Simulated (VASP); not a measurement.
A run of VASP 6.6.1:

Contents of INCAR:

```
PREC = Accurate
ENCUT = 600
EDIFF = 1E-6
ISMEAR = 0
SIGMA = 0.1
LREAL = F
LASPH = T
NELM = 80
ALGO = Fast
ISIF = 3
LWAVE = F
LCHARG = F
GGA = PE
IBRION = 2
NSW = 90
EDIFFG = -0.04
```

Contents of KPOINTS:

```
regular mesh
0
Gamma
  9 9 9
```

The input POSCAR:

```
Be
1.0
    1.3721154933      0.7921912494      2.5444236752
   -1.3721154933      0.7921912494      2.5444236752
    0.0000000000     -1.5843824988      2.5444236752
Be
2
Direct
    0.2275400000      0.2275400000      0.2275400000
    0.7724600000      0.7724600000      0.7724600000
```

Potentials or basis: VASP PAW PBE potentials, release 64 (Be).

Command:

```console
$ cat potpaw_PBE.64/Be/POTCAR > POTCAR
$ mpirun -np 1 vasp_std > vasp.out
```

Hardware: 1 thread of Intel(R) Xeon(R) Platinum 8259CL CPU @ 2.50GHz (Skylake/Cascade Lake), with other jobs on the host.

Question: How long does it take, and how much memory?

Answer: It took 90 s on 1 thread of Intel(R) Xeon(R) Platinum 8259CL CPU @ 2.50GHz (Skylake/Cascade Lake), with other jobs on the host, peak memory 0.14 GiB. Counts: scf iterations 102, k points 85, ion steps 17.
